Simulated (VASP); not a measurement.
# Al5N (F-43m) in VASP: a series of runs

Al5N is run at these levels: PBE; tasks: single point, relaxation of cell and atoms.

All numbers are computed with VASP 6.6.1; they aren't measurements. Logs are shortened: lines on timing, memory, paths and dates and some standing lists are left out, and cuts for length are marked.

## (1) The cell of the first run

It takes space group F-43m (No. 216, cubic). Conventional cell: a = 7.295 Å, b = 7.295 Å, c = 7.295 Å, α = 90.00°, β = 90.00°, γ = 90.00°. Al (site symmetry 3m) has 9 Al at 2.57 to 3.02 Å and 3 N at 3.03 Å within 3.4 Å. Within 4.0 Å of Al (site symmetry -43m) lie 12 Al at 3.02 Å and 4 N at 3.16 Å. N (site symmetry -43m) has 16 Al at 3.03 to 3.16 Å within 4.0 Å.

The cell was generated, and may not be a known phase.

## (2) Single point, PBE

File INCAR:

```
SYSTEM = Al5N
PREC = Accurate
ENCUT = 520
EDIFF = 1E-6
ISMEAR = 0
SIGMA = 0.1
LREAL = .FALSE.
LASPH = .TRUE.
NELM = 80
ALGO = Normal
ISIF = 2
LWAVE = .FALSE.
LCHARG = .FALSE.
GGA = PE
NBANDS = 19
```

File KPOINTS:

```
Automatic mesh
0
G
  4 4 4
  0 0 0
```

File POSCAR:

```
Al5N
1.0
    0.0000000000      3.6475967566      3.6475967566
    3.6475967566      0.0000000000      3.6475967566
    3.6475967566      3.6475967566      0.0000000000
Al N
5 1
Direct
    0.3737092415      0.8754302528      0.8754302528
    0.8754302528      0.8754302528      0.8754302528
    0.2500000000      0.2500000000      0.2500000000
    0.8754302528      0.8754302528      0.3737092415
    0.8754302528      0.3737092415      0.8754302528
    0.5000000000      0.5000000000      0.5000000000
```

Potentials or basis: VASP PAW PBE potentials, release 64 (Al, N).

On the command line:

```console
> cat potpaw_PBE.64/Al/POTCAR potpaw_PBE.64/N/POTCAR > POTCAR
> mpirun -np 1 vasp_std > vasp.out
```

OUTCAR:

```text
SYSTEM = Al5N
   PREC = Accurate
   ENCUT = 520
   EDIFF = 1E-6
   ISMEAR = 0
   LREAL = .FALSE.
   LASPH = .TRUE.
   NELM = 80
   ISIF = 2
   GGA = PE

 ion  position               nearest neighbor table
   1  0.374  0.875  0.875-   2 2.57   4 2.57   5 2.57   2 2.59   4 2.59   5 2.59   3 3.02   3 3.02
                             3 3.02
   2  0.875  0.875  0.875-   1 2.57   4 2.57   5 2.57   4 2.59   5 2.59   1 2.59   3 3.02   3 3.02
                             3 3.02
   3  0.250  0.250  0.250-   1 3.02   5 3.02   1 3.02   4 3.02   4 3.02   5 3.02   2 3.02   2 3.02
                             2 3.02   1 3.02   5 3.02   4 3.02
   4  0.875  0.875  0.374-   1 2.57   2 2.57   5 2.57   2 2.59   5 2.59   1 2.59   3 3.02   3 3.02
                             3 3.02
   5  0.875  0.374  0.875-   1 2.57   2 2.57   4 2.57   4 2.59   2 2.59   1 2.59   3 3.02   3 3.02
                             3 3.02
   6  0.500  0.500  0.500-

  LATTYP: Found a face centered cubic cell.
 ALAT       =     7.2951935132

  Lattice vectors:

 A1 = (   0.0000000000,   3.6475967566,   3.6475967566)
 A2 = (   3.6475967566,   0.0000000000,   3.6475967566)
 A3 = (   3.6475967566,   3.6475967566,   0.0000000000)

Analysis of symmetry for initial positions (statically):
=====================================================================
 Subroutine PRICEL returns:
 Original cell was already a primitive cell.

 Routine SETGRP: Setting up the symmetry group for a
 face centered cubic supercell.

 Subroutine GETGRP returns: Found 24 space group operations
 (whereof 24 operations were pure point group operations)
 out of a pool of 48 trial point group operations.

The static configuration has the point symmetry T_d .

Analysis of symmetry for dynamics (positions and initial velocities):
=====================================================================
 Subroutine PRICEL returns:
 Original cell was already a primitive cell.

 Routine SETGRP: Setting up the symmetry group for a
 face centered cubic supercell.

 Subroutine GETGRP returns: Found 24 space group operations
 (whereof 24 operations were pure point group operations)
 out of a pool of 48 trial point group operations.

The dynamic configuration has the point symmetry T_d .

 Subroutine INISYM returns: Found 24 space group operations
 (whereof 24 operations are pure point group operations),
 and found     1 'primitive' translations

----------------------------------------------------------------------------------------

                                     Primitive cell

  volume of cell :      97.0623

  direct lattice vectors                    reciprocal lattice vectors
     0.000000000  3.647596757  3.647596757    -0.137076556  0.137076556  0.137076556
     3.647596757  0.000000000  3.647596757     0.137076556 -0.137076556  0.137076556
     3.647596757  3.647596757  0.000000000     0.137076556  0.137076556 -0.137076556

  length of vectors
     5.158480803  5.158480803  5.158480803     0.237423559  0.237423559  0.237423559

  position of ions in fractional coordinates (direct lattice)
     0.373709242  0.875430253  0.875430253
     0.875430253  0.875430253  0.875430253
     0.250000000  0.250000000  0.250000000
     0.875430253  0.875430253  0.373709242
     0.875430253  0.373709242  0.875430253
     0.500000000  0.500000000  0.500000000

  ion indices of the primitive-cell ions
   primitive index   ion index
                 1           1
                 2           2
                 3           3
                 4           4
                 5           5
                 6           6

----------------------------------------------------------------------------------------

 KPOINTS: Automatic mesh

Automatic generation of k-mesh.
 Grid dimensions read from file:
 generate k-points for:    4    4    4

 Generating k-lattice:

  Cartesian coordinates                     Fractional coordinates (reciprocal lattice)
    -0.034269139  0.034269139  0.034269139     0.250000000  0.000000000  0.000000000
     0.034269139 -0.034269139  0.034269139     0.000000000  0.250000000  0.000000000
     0.034269139  0.034269139 -0.034269139     0.000000000  0.000000000  0.250000000

  Length of vectors
     0.059355890  0.059355890  0.059355890

  Shift w.r.t. Gamma in fractional coordinates (k-lattice)
     0.000000000  0.000000000  0.000000000

 Subroutine IBZKPT returns following result:
 ===========================================

 Found      8 irreducible k-points:

 Following reciprocal coordinates:
            Coordinates               Weight
  0.000000  0.000000  0.000000      1.000000
  0.250000  0.000000  0.000000      8.000000
  0.500000  0.000000  0.000000      4.000000
  0.250000  0.250000  0.000000      6.000000
  0.500000  0.250000  0.000000     24.000000
 -0.250000  0.250000  0.000000     12.000000
  0.500000  0.500000  0.000000      3.000000
 -0.250000  0.500000  0.250000      6.000000
   k-points           NKPTS =      8   k-points in BZ     NKDIM =      8   number of bands    NBANDS=     19
   number of dos      NEDOS =    301   number of ions     NIONS =      6
   total plane-waves  NPLWV =  64000
   dimension x,y,z NGX =    40 NGY =   40 NGZ =   40
   dimension x,y,z NGXF=    80 NGYF=   80 NGZF=   80
   ions per type =               5   1
   NGX,Y,Z   is equivalent  to a cutoff of  12.89, 12.89, 12.89 a.u.
   NGXF,Y,Z  is equivalent  to a cutoff of  25.78, 25.78, 25.78 a.u.
 SYSTEM =  Al5N
   PREC   = accura    normal or accurate (medium, high low for compatibility)
   ISTART =      0    job   : 0-new  1-cont  2-samecut
   ICHARG =      2    charge: 1-file 2-atom 10-const
   ISPIN  =      1    spin polarized calculation?
   LNONCOLLINEAR =      F non collinear calculations
   LSORBIT =      F    spin-orbit coupling
   LASPH  =      T    aspherical Exc in radial PAW
   ENCUT  =  520.0 eV  38.22 Ry    6.18 a.u.   9.59  9.59  9.59*2*pi/ulx,y,z
   NELM   =     80;   NELMIN=  2; NELMDL= -5     # of ELM steps
   EDIFF  = 0.1E-05   stopping-criterion for ELM
   LREAL  =      F    real-space projection
   EDIFFG = 0.1E-04   stopping-criterion for IOM
   NSW    =      0    number of steps for IOM
   IBRION =     -1    ionic relax: 0-MD 1-quasi-New 2-CG
   NFREE  =      0    steps in history (QN), initial steepest desc. (CG)
   ISIF   =      2    stress and relaxation
   ISYM   =      2    0-nonsym 1-usesym 2-fastsym
   POTIM  = 0.5000    time-step for ionic-motion
   TEBEG  =    0.0;   TEEND  =   0.0 temperature during run
   PSTRESS=    0.0 pullay stress
   NELECT =      20.0000    total number of electrons
   NUPDOWN=      -1.0000    fix difference up-down
   EMIN   =  10.00;   EMAX   =-10.00  energy-range for DOS
   EFERMI =   0.00;   METHOD = LEGACY
   ISMEAR =     0;   SIGMA  =   0.10  broadening in eV -4-tet -1-fermi 0-gaus
   EFERMI_NEDOS =   21; number of points for ismear=-14 and -15
   IALGO  =     38    algorithm
   IMIX   =      4    mixing-type and parameters
     AMIX     =   0.40;   BMIX     =  1.00
     AMIX_MAG =   1.60;   BMIX_MAG =  1.00
  volume/ion in A,a.u.               =      16.18       109.17
  Fermi-wavevector in a.u.,A,eV,Ry     =   0.966944  1.827259 12.721186  0.934981
  Thomas-Fermi vector in A             =   2.096788
   LORBIT       =      0    0 simple, 1 ext, 2 COOP (PROOUT), +10 PAW based schemes
   GGA     = PE    functional components
   LHFCALC =     F    Hartree Fock is set to
   AEXX    =    0.0000 exact exchange contribution
   IVDW    =     0    specifies the selected vdW correction
   LEPSILON=     F    determine dielectric tensor
   LRPA    =     F    only Hartree local field effects (RPA)
 non-spin polarized calculation
 Gauss-broadening in eV      SIGMA  =   0.10
  energy-cutoff  :      520.00
  volume of cell :       97.06
 maximum number of plane-waves:      2637
 NGX is ok and might be reduce to    40
   NGX = 19   NGY = 19   NGZ = 19

 number of electron      20.0000000 magnetization

 Free energy of the ion-electron system (eV)
  ---------------------------------------------------
  ext. energy  EPLUGINS =         0.00000000
  ---------------------------------------------------
  free energy    TOTEN  =       -21.65844526 eV

  energy without entropy =      -21.62648639  energy(sigma->0) =      -21.64246583

 E-fermi :   6.6751     XC(G=0): -10.0306

 val. band max:        6.6658367235   @ k =  -0.2500   0.2500   0.0000
 cond. band min:       6.9174896752   @ k =   0.5000   0.0000   0.0000
 fundamental gap:      0.2516529517
 Fermi energy:         6.6750686949

 k-point     1 :       0.0000    0.0000    0.0000
  band No.  band energies     occupation
      1      -6.2428      2.00000
      2      -2.7497      2.00000
      3       2.1288      2.00000
      4       3.5711      2.00000
      5       3.5711      2.00000
      6       3.5711      2.00000
[... 11 lines left out ...]
     18      11.1500      0.00000
     19      14.4818      0.00000

 k-point     2 :       0.2500    0.0000    0.0000
  band No.  band energies     occupation
      1      -6.0653      2.00000
      2      -2.6989      2.00000
      3       0.6935      2.00000
      4       2.4186      2.00000
      5       3.1669      2.00000
      6       3.1669      2.00000
[... 11 lines left out ...]
     18      11.4048      0.00000
     19      13.7982      0.00000

 k-point     3 :       0.5000    0.0000    0.0000
  band No.  band energies     occupation
      1      -5.8662      2.00000
      2      -2.5617      2.00000
      3      -0.5034      2.00000
      4       2.0117      2.00000
      5       3.2795      2.00000
      6       3.2795      2.00000
[... 11 lines left out ...]
     18      12.1951      0.00000
     19      13.5982      0.00000

 k-point     4 :       0.2500    0.2500    0.0000
  band No.  band energies     occupation
      1      -6.0151      2.00000
      2      -2.6086      2.00000
      3       0.7737      2.00000
      4       2.1014      2.00000
      5       2.1171      2.00000
      6       2.1171      2.00000
[... 11 lines left out ...]
     18      11.4633      0.00000
     19      12.6700      0.00000

 k-point     5 :       0.5000    0.2500    0.0000
  band No.  band energies     occupation
      1      -5.8305      2.00000
      2      -2.2253      2.00000
      3      -0.6435      2.00000
      4       0.7043      2.00000
      5       1.9662      2.00000
      6       3.3814      2.00000
[... 11 lines left out ...]
     18      12.2594      0.00000
     19      12.6806      0.00000

 k-point     6 :      -0.2500    0.2500    0.0000
  band No.  band energies     occupation
      1      -5.8849      2.00000
      2      -2.4411      2.00000
      3      -0.2842      2.00000
      4       0.9032      2.00000
      5       2.7484      2.00000
      6       3.1764      2.00000
[... 11 lines left out ...]
     18      11.8967      0.00000
     19      12.8912      0.00000

 k-point     7 :       0.5000    0.5000    0.0000
  band No.  band energies     occupation
      1      -5.7884      2.00000
      2      -1.6025      2.00000
      3      -1.3504      2.00000
      4       1.1737      2.00000
      5       1.4927      2.00000
      6       1.4927      2.00000
[... 11 lines left out ...]
     18      11.1297      0.00000
     19      11.7045      0.00000

 k-point     8 :      -0.2500    0.5000    0.2500
  band No.  band energies     occupation
      1      -5.7785      2.00000
      2      -1.5239      2.00000
      3      -1.3358      2.00000
      4      -0.1988      2.00000
      5       2.3657      2.00000
      6       3.7627      2.00000
[... 11 lines left out ...]
     18      12.6374      0.00000
     19      12.8959      0.00000

------------------------ aborting loop because EDIFF is reached ----------------------------------------

  FORCE on cell =-STRESS in cart. coord.  units (eV):
  Direction    XX          YY          ZZ          XY          YZ          ZX
  --------------------------------------------------------------------------------------
  -------------------------------------------------------------------------------------
  Total        0.1444937      0.1444937      0.1444937      0.0000000     -0.0000000      0.0000000
  in kB        2.3851141      2.3851141      2.3851141      0.0000000     -0.0000000      0.0000000
  external PRESSURE =       2.3851141 kB  Pullay stress =       0.0000000 kB

 VOLUME and BASIS-vectors are now :
 -----------------------------------------------------------------------------
  energy-cutoff  :      520.00
  volume of cell :       97.06
      direct lattice vectors                 reciprocal lattice vectors
     0.000000000  3.647596757  3.647596757    -0.137076556  0.137076556  0.137076556
     3.647596757  0.000000000  3.647596757     0.137076556 -0.137076556  0.137076556
     3.647596757  3.647596757  0.000000000     0.137076556  0.137076556 -0.137076556

 POSITION                                       TOTAL-FORCE (eV/Angst)
 -----------------------------------------------------------------------------------
      6.38643      4.55636      4.55636        -0.004920      0.004920      0.004920
      6.38643      6.38643      6.38643        -0.004920     -0.004920     -0.004920
      1.82380      1.82380      1.82380         0.000000      0.000000     -0.000000
      4.55636      4.55636      6.38643         0.004920      0.004920     -0.004920
      4.55636      6.38643      4.55636         0.004920     -0.004920      0.004920
      3.64760      3.64760      3.64760         0.000000      0.000000      0.000000
 -----------------------------------------------------------------------------------
    total drift:                                0.000000      0.000000      0.000000

  FREE ENERGIE OF THE ION-ELECTRON SYSTEM (eV)
  ---------------------------------------------------
  free  energy   TOTEN  =       -21.6584452620 eV

  energy  without entropy=      -21.6264863904  energy(sigma->0) =      -21.64246583
```

Wall time 16 s (1 thread of Intel Xeon Platinum 8259CL at 2.50GHz (Skylake/Cascade Lake), shared host); peak memory 0.23 GiB.

What came out:

| Property | Result |
| --- | --- |
| Free energy | -21.6584 eV |
| Pressure | 0.2 GPa |
| Largest force | 0.009 eV/Å |
| Band gap on the k mesh | zero (bands 10 and 11 overlap by 1.25 eV) |

Forces in eV/Å, atoms in the order of the input:
```
Al  -0.005  0.005  0.005
Al  -0.005 -0.005 -0.005
Al   0.000  0.000  0.000
Al   0.005  0.005 -0.005
Al   0.005 -0.005  0.005
N    0.000  0.000  0.000
```

Caveat: the k points lie up to 0.37 Å⁻¹ apart, too coarse for converged energies and pressures of a metal.

## (3) Relaxation of cell and atoms, PBE

This run uses another cell than the first one, of 15.12 Å³/atom.

File INCAR:

```
SYSTEM = Al5N
ALGO = Normal
EDIFF = 1E-7
EDIFFG = -0.04
ENCUT = 600
GGA = PE
IBRION = 2
ISIF = 3
ISMEAR = 0
LASPH = .True.
LCHARG = .False.
LREAL = .False.
LWAVE = .False.
NELM = 60
NSW = 90
PREC = Accurate
SIGMA = 0.1
```

File KPOINTS:

```
k-points
0
Gamma
  4 4 4
  0 0 0
```

File POSCAR:

```
Al5N
1.0
    0.0000000000      3.5667020200      3.5667020200
    3.5667020200      0.0000000000      3.5667020200
    3.5667020200      3.5667020200      0.0000000000
Al N
5 1
Direct
    0.3719714300      0.8760095200      0.8760095200
    0.8760095200      0.8760095200      0.8760095200
    0.2500000000      0.2500000000      0.2500000000
    0.8760095200      0.8760095200      0.3719714300
    0.8760095200      0.3719714300      0.8760095200
    0.5000000000      0.5000000000      0.5000000000
```

Potentials or basis: VASP PAW PBE potentials, release 64 (Al, N).

On the command line:

```console
> cat potpaw_PBE.64/Al/POTCAR potpaw_PBE.64/N/POTCAR > POTCAR
> mpirun -np 1 vasp_std > vasp.out
```

Run time: 65 s. Hardware: 1 thread of Intel Xeon Platinum 8259CL at 2.50GHz (Skylake/Cascade Lake), shared host; peak memory 0.23 GiB.

It converged, with:

| Quantity | Value |
| --- | --- |
| Free energy | -21.6585 eV |
| Relaxed volume | 16.25 Å³/atom |
| Relaxed cell | a = 5.166 Å, b = 5.166 Å, c = 5.166 Å, α = 60.00°, β = 60.00°, γ = 60.00° |
| Space group after relaxing (to 0.1 Å) | F-43m (No. 216) |
| Energy gained by relaxing | 19.1 meV/atom |
| Ionic steps | 6 |
| Pressure after relaxing | -0.1 GPa |
| Largest force after relaxing | 0.007 eV/Å |
| Band gap on the k mesh | zero (bands 10 and 11 overlap by 1.24 eV) |

Forces in eV/Å, atoms in the order of the input:
```
Al   0.004 -0.004 -0.004
Al   0.004  0.004  0.004
Al   0.000  0.000  0.000
Al  -0.004 -0.004  0.004
Al  -0.004  0.004 -0.004
N    0.000  0.000  0.000
```

The path:
| step | energy change (eV) | largest force (eV/Å) | pressure (GPa) | volume (Å³) |
| --- | --- | --- | --- | --- |
| 1 | 0.0000 | 0.2630 | 5.76 | 90.75 |
| 2 | -0.1118 | 0.1559 | -0.48 | 98.08 |
| 3 | -0.1136 | 0.1167 | 0.14 | 97.19 |
| 4 | -0.1136 | 0.1227 | 0.05 | 97.32 |
| 5 | -0.1144 | 0.0427 | -0.15 | 97.57 |
| 6 | -0.1145 | 0.0069 | -0.09 | 97.50 |

Final structure:
```
Al N
1.0
     0.00000    3.65303    3.65303
     3.65303    0.00000    3.65303
     3.65303    3.65303    0.00000
Al N
5 1
Direct
  0.37384 0.87539 0.87539
  0.87539 0.87539 0.87539
  0.25000 0.25000 0.25000
  0.87539 0.87539 0.37384
  0.87539 0.37384 0.87539
  0.50000 0.50000 0.50000
```

Levels at points of the mesh, in eV from the Fermi level:
| k point | band 6 | band 7 | band 8 | band 9 | band 10 | band 11 | band 12 | band 13 | band 14 |
| --- | --- | --- | --- | --- | --- | --- | --- | --- | --- |
| (0.00, 0.00, 0.00) | -3.09 | -2.21 | -2.21 | -2.21 | -1.93 | -0.84 | -0.84 | -0.84 | 0.35 |
| (0.50, 0.00, 0.00) | -3.38 | -3.23 | -3.23 | -0.88 | 0.23 | 0.51 | 0.51 | 2.20 | 2.20 |
| (0.50, 0.50, 0.00) | -5.16 | -1.59 | -0.35 | -0.16 | -0.16 | 2.16 | 2.42 | 2.42 | 2.48 |

Caveat: the k points lie up to 0.37 Å⁻¹ apart in the final cell, too coarse for converged energies and pressures of a metal.

The gap in the log of VASP goes by the Fermi energy; the results here count the filled bands.